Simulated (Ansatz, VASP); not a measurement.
One calculation of HfB, two programs

```
CELL_PARAMETERS angstrom
0.00000 2.39370 2.39370
2.22614 0.00000 2.39370
2.22614 2.39370 0.00000
ATOMIC_POSITIONS crystal
Hf 0.50000 0.50000 0.50000
B 0.00000 0.00000 0.00000
```

Change from the starting cell: mode 4 frozen in at +0.000 Å, normal strain along x -0.0700.

Alike in both runs: task single point; functional PBEsol; k mesh 16 × 16 × 16; occupations gaussian, width 0.15 eV; no spin polarisation.

|  | VASP | Ansatz |
| --- | --- | --- |
| version | VASP 6.6.1 | Ansatz 0.2.0 |
| potentials or method | VASP PAW PBE potentials, release 64 (Hf_pv, B), cutoff 520 eV | scalar-relativistic, plane waves, PAW |
| valence electrons in the cell | 13 | 29 |

```csv
,VASP,Ansatz,Ansatz less VASP
gap on the k mesh at the Fermi level (eV),none,none,-
pressure (GPa),17.5,16.7,-0.87
"traceless stress, the component that is largest in VASP (GPa)",23.53,23.12,-0.406
```

VASP's potentials were made for PBE, not for PBEsol. A gap of «none» marks a metal or a gap that the smearing closes. VASP's potentials hold 13 valence electrons a cell and Ansatz's 29, so a difference there can come from the potentials and not from the codes.

Spin-orbit coupling is off throughout.
